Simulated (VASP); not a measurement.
PbS, 2 atoms in the cell. Symmetry: Pm-3m, No. 221, cubic system. The conventional cell has a = 3.629 Å, b = 3.629 Å, c = 3.629 Å, α = 90.00°, β = 90.00°, γ = 90.00°. Pb (site symmetry m-3m) has 8 S at 3.14 Å and 6 Pb at 3.63 Å within 4.1 Å. Within 4.1 Å of S (site symmetry m-3m) lie 8 Pb at 3.14 Å and 6 S at 3.63 Å. 

```yaml
Program: VASP 6.6.1
Task: single point
Functional: PBE
Potentials_or_basis: VASP PAW PBE potentials, release 64 (Pb_d, S)
Cutoff: 500 eV
k_mesh: 7 × 7 × 7
Occupations: fermi-dirac, width 0.05 eV
Spin: no spin polarisation
Dipole_correction: no
Further_INCAR_settings: ALGO = Normal; EDIFF = 1e-06; NBANDS = 17
```

Potentials or basis: VASP PAW PBE potentials, release 64 (Pb_d, S).

Run with:

```sh
$ cat potpaw_PBE.64/Pb_d/POTCAR potpaw_PBE.64/S/POTCAR > POTCAR
$ mpirun -np 1 vasp_std > vasp.out
```

Hardware: 1 thread of Intel Xeon 8259CL, on a shared host.

Problem. How long does it take, and how much memory?

Solution. Run time: 24 s on 1 thread of Intel Xeon 8259CL (shared host), peak memory 0.16 GiB. Counts: scf iterations 13, k points 20.
